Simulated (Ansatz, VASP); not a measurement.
# One calculation of MgSc, two programs

File INCAR:

```
PREC = Accurate
ENCUT = 520
EDIFF = 1E-7
ISMEAR = 1
SIGMA = 0.1
LREAL = F
LASPH = T
NELM = 60
ALGO = Normal
ISIF = 2
LWAVE = F
LCHARG = F
GGA = CA
NBANDS = 14
```

KPOINTS

```
regular mesh
0
Gamma
  6 6 6
```

File POSCAR:

```
MgSc
1.0
    3.5964510000      0.0000000000      0.0000000000
    0.0000000000      3.5964510000      0.0000000000
    0.0000000000      0.0000000000      3.5964510000
Mg Sc
1 1
Direct
    0.0000000000      0.0000000000      0.0100000000
    0.5000000000      0.5000000000      0.5000000000
```

Input for Ansatz:

```yaml
crystal:
  lattice:
    - [3.596451, 0.0, 0.0]
    - [0.0, 3.596451, 0.0]
    - [0.0, 0.0, 3.596451]
  atoms:
    - { symbol: Mg, position: [0.0, 0.0, 0.01] }
    - { symbol: Sc, position: [0.5, 0.5, 0.5] }
basis:
  ecutwfc: 450.0
kpoints:
  mp_grid:
    grid: [6, 6, 6]
    shift: [0.0, 0.0, 0.0]
hamiltonian:
  xc: lda
  pseudopotentials:
    kind: paw
scf:
  convergence:
    dr2_threshold: 1.0e-07
  occupations:
    method: cold
    width: 0.1
output:
  forces: true
```

Alike in both runs: task single point; functional LDA; k mesh 6 × 6 × 6; no spin polarisation.

|  | VASP | Ansatz |
| --- | --- | --- |
| version | VASP 6.6.1 | Ansatz 0.2.0 |
| potentials or method | VASP PAW LDA potentials, release 64 (Mg, Sc_sv), cutoff 520 eV | plane waves, PAW |
| occupations | methfessel-paxton of order 1, width 0.1 eV | cold, width 0.1 eV |
| valence electrons in the cell | 13 | 21 |

|  | VASP | Ansatz | Ansatz less VASP |
| --- | --- | --- | --- |
| rms of the force components (eV/Å) | 0.074 | 0.074 | -0.0003 |

LDA's correlation is that of Perdew and Zunger in VASP and of Perdew and Wang (1992) in Ansatz. Atom by atom the forces differ by 0.000 eV/Å (rms over components). VASP's potentials hold 13 valence electrons a cell and Ansatz's 21, so a difference there can come from the potentials and not from the codes.
